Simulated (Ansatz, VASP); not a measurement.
## Pt: VASP beside Ansatz

```xyz
2
Lattice="2.6571 0.0000 0.0000 -1.3286 2.3908 0.0000 0.0000 0.0000 4.7921" Properties=species:S:1:pos:R:3 pbc="T T T"
Pt    1.3286    0.7969    3.5941
Pt    0.0000    1.5939    1.1980
```

Change from the starting cell: strain -0.0375 x Voigt [1, 0, 0, 0, 0, 0], atoms carried along.

Alike in both runs: task single point; functional PBEsol; k mesh 18 × 18 × 10; occupations gaussian, width 0.15 eV; no spin polarisation.

```csv
,VASP,Ansatz
version,VASP 6.6.1,Ansatz 0.2.0
potentials or method,"VASP PAW PBE potentials, release 64 (Pt), cutoff 520 eV","scalar-relativistic, plane waves, PAW"
valence electrons in the cell,20,36
```

|  | VASP | Ansatz | Ansatz less VASP |
| --- | --- | --- | --- |
| gap on the k mesh at the Fermi level (eV) | none | none | - |
| pressure (GPa) | -0.7 | -0.3 | +0.39 |
| traceless stress, the component that is largest in VASP (GPa) | 8.14 | 8.14 | +0.003 |

VASP's potentials were made for PBE, not for PBEsol. A gap of «none» marks a metal or a gap that the smearing closes. The functional is the same, so the differences come from potentials, cutoffs and numerics. VASP's potentials hold 20 valence electrons a cell and Ansatz's 36, so a difference there can come from the potentials and not from the codes.

Spin-orbit coupling is off throughout.
